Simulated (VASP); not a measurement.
Ru, 2 atoms in the cell. The structure is hexagonal, space group P6_3/mmc (No. 194). The conventional cell has a = 2.697 Å, b = 2.697 Å, c = 4.214 Å, α = 90.00°, β = 90.00°, γ = 120.00°. Within 3.5 Å of Ru (site symmetry -6m2) lie 12 Ru at 2.62 to 2.70 Å. 

```yaml
Program: VASP 6.6.1
Task: single point
Functional: PBE-based screened hybrid with 25 % exact exchange
Potentials_or_basis: VASP PAW PBE potentials, release 64 (Ru_pv)
Cutoff: 520 eV
k_mesh: 6 × 6 × 3
Occupations: fermi-dirac, width 0.05 eV
Spin: no spin polarisation
Dipole_correction: no
Grid_for_exact_exchange_PRECFOCK: Normal
Share_of_exact_exchange: 0.25
Further_INCAR_settings: ALGO = Normal; EDIFF = 1e-07; NBANDS = 21
Screening_parameter: 0.3 1/Å
```

Potentials or basis: VASP PAW PBE potentials, release 64 (Ru_pv).

Run with:

```console
$ cat potpaw_PBE.64/Ru_pv/POTCAR > POTCAR
$ cp INCAR.step1 INCAR
$ mpirun -np 1 vasp_std > vasp.out
$ cp INCAR.step2 INCAR
$ mpirun -np 1 vasp_std > vasp.out
```

Hardware: 1 thread of AMD EPYC 7R43 64-Core Processor (Zen 3), on a shared host.

Problem. Estimate the wall time of this run.

Solution. It took 31 min on 1 thread of AMD EPYC 7R43 64-Core Processor (Zen 3), on a shared host, peak memory 0.22 GiB. Counts: k points 14.
